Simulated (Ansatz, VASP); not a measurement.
# GaP: VASP beside Ansatz

```
Ga P
1.0
     0.00000    2.55854    2.55854
     2.55854    0.00000    2.55854
     2.55854    2.55854    0.00000
Ga P
1 1
Direct
  0.00000 0.00000 0.00000
  0.50000 0.50000 0.50000
```

Alike in both runs: task single point; functional PBEsol; k mesh 6 × 6 × 6; no spin polarisation.

```csv
,VASP,Ansatz
version,VASP 6.6.1,Ansatz 0.2.0
potentials or method,"VASP PAW PBE potentials, release 64 (Ga_d, P)",plane waves
plane-wave cutoff (eV),500,420
occupations,"methfessel-paxton of order 1, width 0.001 eV","cold, width 0.001 eV"
valence electrons in the cell,18,18
```

```csv
,VASP,Ansatz,Ansatz less VASP
pressure (GPa),-1.6,-1.6,-0.07
```

VASP's potentials were made for PBE, not for PBEsol.
